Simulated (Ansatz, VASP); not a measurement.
**H6C2O in VASP and in Ansatz**

```
C O H
1.0
     7.29363    0.00000    0.00000
     0.00000    7.29363    0.00000
     0.00000    0.00000    7.29363
C O H
8 4 24
Direct
  0.59882 0.57120 0.82345
  0.48305 0.68902 0.94788
  0.06869 0.25134 0.73088
  0.10630 0.13305 0.89691
  0.17892 0.74134 0.48719
  0.07539 0.72258 0.30850
  0.59100 0.10622 0.34061
  0.47378 0.27516 0.36715
  0.55691 0.67675 0.12949
  0.29637 0.12656 0.93747
  0.04956 0.53087 0.27126
  0.29674 0.24102 0.28894
  0.49379 0.76712 0.20556
  0.48098 0.83375 0.90185
  0.33921 0.63884 0.94700
  0.55358 0.58519 0.67997
  0.74391 0.61389 0.83049
  0.58780 0.42512 0.86141
  0.30900 0.16864 0.06706
  0.02983 0.18641 0.01711
  0.05439 0.99201 0.87219
  0.92138 0.25164 0.69670
  0.11150 0.39397 0.75655
  0.14449 0.20119 0.60984
  0.94376 0.51840 0.19035
  0.94032 0.79131 0.31698
  0.15198 0.78817 0.19445
  0.21436 0.88596 0.51336
  0.09629 0.68961 0.60265
  0.30734 0.66095 0.48308
  0.22087 0.35389 0.29139
  0.45899 0.30452 0.51571
  0.53754 0.39576 0.29967
  0.73055 0.12981 0.39413
  0.53289 0.98798 0.41590
  0.60276 0.07045 0.19406
```

Alike in both runs: functional PBEsol; k mesh 1 × 1 × 1; occupations fermi-dirac, width 0.05 eV; no spin polarisation.

Ansatz relaxed the structure, and its values are those at the end. VASP's run is a single point on that final structure, the one shown.

|  | VASP | Ansatz |
| --- | --- | --- |
| version | VASP 6.6.1 | Ansatz 0.2.0 |
| potentials or method | VASP PAW PBE potentials, release 64 (C_h, O_h, H_h), cutoff 1000 eV | scalar-relativistic, plane waves, PAW |
| valence electrons in the cell | 80 | 80 |

|  | VASP | Ansatz | Ansatz less VASP |
| --- | --- | --- | --- |
| gap on the k mesh at the Fermi level (eV) | 4.54 | 4.53 | -0.003 |
| rms of the force components (eV/Å) | 0.043 | 0.050 | +0.0063 |

VASP's potentials were made for PBE, not for PBEsol. Ansatz's warnings: xc potential rough in thin density.
